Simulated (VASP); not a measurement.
Runs of VASP 6.6.1 on CdSe (Cadmoselite). The structure is that of space group P6_3mc (No. 186), or close to it. The cells are those of the table. 

```csv
task,spin,cell,k mesh,cutoff (eV),smearing,gap on the mesh (eV),pressure (GPa),moment (μB)
single point,off,"a = 4.301, b = 4.301, c = 7.022 Å, angles 90.0, 90.0, 120.0°, 4 atoms",8 × 8 × 4,520,fermi-dirac 0.1 eV,0.54,(a),-
relaxation of cell and atoms,off,"relaxed to 2 GPa from a = 4.301, b = 4.301, c = 7.022 Å, angles 90.0, 90.0, 120.0°, 4 atoms",6 × 6 × 4,600,gaussian 0.01 eV,(b),2.0,-
single point,"non-collinear, zero start, SOC","a = 4.099, b = 4.099, c = 6.730 Å, angles 90.0, 90.0, 120.0°, 4 atoms",6 × 6 × 4,520,fermi-dirac 0.01 eV,-,10.6,0.00
single point,off,"a = 4.149, b = 4.149, c = 6.793 Å, angles 90.0, 90.0, 120.0°, 4 atoms",6 × 6 × 4,520,gaussian 0.01 eV,0.75,(c),-
single point,"non-collinear, zero start, SOC","a = 4.018, b = 4.018, c = 6.674 Å, angles 90.0, 90.0, 120.0°, 4 atoms",6 × 6 × 4,520,fermi-dirac 0.01 eV,-,15.7,0.00
single point,"non-collinear, zero start, SOC","a = 4.251, b = 4.251, c = 6.940 Å, angles 90.0, 90.0, 120.0°, 4 atoms",6 × 6 × 4,520,fermi-dirac 0.01 eV,-,2.4,0.00
relaxation of cell and atoms,off,"relaxed to -2 GPa from a = 4.301, b = 4.301, c = 7.022 Å, angles 90.0, 90.0, 120.0°, 4 atoms",6 × 6 × 4,600,gaussian 0.01 eV,0.44,-2.0,-
single point,"non-collinear, zero start, SOC","a = 4.301, b = 4.301, c = 7.022 Å, angles 90.0, 90.0, 120.0°, 4 atoms",6 × 6 × 4,520,fermi-dirac 0.01 eV,-,0.3,0.00
```

Alike in all rows: level PBEsol; potentials or basis VASP PAW PBE potentials, release 64 (Cd, Se).

Fill in the values left out.

(a) 0.4; (b) 0.60; (c) 7.5.

Caveats: the PAW data sets were made with another functional, which shifts forces and pressure a little; the cell is relaxed towards a set pressure, so the enthalpy falls and the energy may rise (some runs).

A k mesh can miss the band edges, and rows without SOC leave out spin-orbit coupling on Cd, Se.
